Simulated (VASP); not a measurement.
Input of a VASP 6.6.1 run:

Contents of POSCAR.step1:

```
Li
1.0
   -1.7003472819      1.7003472819      1.7003472819
    1.7003472819     -1.7003472819      1.7003472819
    1.7003472819      1.7003472819     -1.7003472819
Li
1
Direct
    0.0000000000      0.0000000000      0.0000000000
```

POSCAR.step2

```
Li
1.0
   -1.7188307657      1.7188307657      1.7188307657
    1.7188307657     -1.7188307657      1.7188307657
    1.7188307657      1.7188307657     -1.7188307657
Li
1
Direct
    0.0000000000      0.0000000000      0.0000000000
```

The input POSCAR.step3:

```
Li
1.0
   -1.7369250508      1.7369250508      1.7369250508
    1.7369250508     -1.7369250508      1.7369250508
    1.7369250508      1.7369250508     -1.7369250508
Li
1
Direct
    0.0000000000      0.0000000000      0.0000000000
```

POSCAR.step4

```
Li
1.0
   -1.7546500000      1.7546500000      1.7546500000
    1.7546500000     -1.7546500000      1.7546500000
    1.7546500000      1.7546500000     -1.7546500000
Li
1
Direct
    0.0000000000      0.0000000000      0.0000000000
```

Contents of POSCAR.step5:

```
Li
1.0
   -1.7720239022      1.7720239022      1.7720239022
    1.7720239022     -1.7720239022      1.7720239022
    1.7720239022      1.7720239022     -1.7720239022
Li
1
Direct
    0.0000000000      0.0000000000      0.0000000000
```

File POSCAR.step6:

```
Li
1.0
   -1.7890636389      1.7890636389      1.7890636389
    1.7890636389     -1.7890636389      1.7890636389
    1.7890636389      1.7890636389     -1.7890636389
Li
1
Direct
    0.0000000000      0.0000000000      0.0000000000
```

The input POSCAR.step7:

```
Li
1.0
   -1.8057848290      1.8057848290      1.8057848290
    1.8057848290     -1.8057848290      1.8057848290
    1.8057848290      1.8057848290     -1.8057848290
Li
1
Direct
    0.0000000000      0.0000000000      0.0000000000
```

File INCAR:

```
GGA      = ML             # functional
LUSE_VDW = True         
AGGAC    = 0.0          
ZAB_VDW  = -1.8867      
ISMEAR   = 1              # smearing method
SIGMA    = 0.05           # smearing width, eV
LWAVE    = False          # write WAVECAR
LCHARG   = False          # write CHGCAR
ISIF     = 2              # what is computed and relaxed
NSW      = 0              # ionic steps
PREC     = Accurate       # precision mode
LASPH    = True           # aspherical terms in the spheres
LREAL    = False          # projectors in reciprocal space
ALGO     = Normal         # electronic algorithm
EDIFF    = 1E-7           # SCF threshold, eV
NELM     = 120            # most SCF steps
GGA_COMPAT= False        
ENCUT    = 1050           # plane-wave cutoff, eV
KPAR     = 2
```

File KPOINTS:

```
Automatic mesh
0
Gamma
  21 21 21
  0 0 0
```

Potentials or basis: VASP PAW PBE potentials, release 64 (Li_sv).

The run is started by

```bash
$ cat potpaw_PBE.64/Li_sv/POTCAR > POTCAR
$ cp POSCAR.step1 POSCAR
$ mpirun -np 2 vasp_std > vasp.out
$ cp POSCAR.step2 POSCAR
$ mpirun -np 2 vasp_std > vasp.out
$ cp POSCAR.step3 POSCAR
$ mpirun -np 2 vasp_std > vasp.out
$ cp POSCAR.step4 POSCAR
$ mpirun -np 2 vasp_std > vasp.out
$ cp POSCAR.step5 POSCAR
$ mpirun -np 2 vasp_std > vasp.out
$ cp POSCAR.step6 POSCAR
$ mpirun -np 2 vasp_std > vasp.out
$ cp POSCAR.step7 POSCAR
$ mpirun -np 2 vasp_std > vasp.out
```

(1) What does it give for the bulk modulus?

(2) Estimate the equilibrium volume.

Results:

(1) 14.6 GPa (rough).

(2) 19.52 Å³/atom (rough: see the caveat).

Caveat: the minimum lies outside the volumes run; the PAW data sets were made with another functional, which shifts forces and pressure a little.
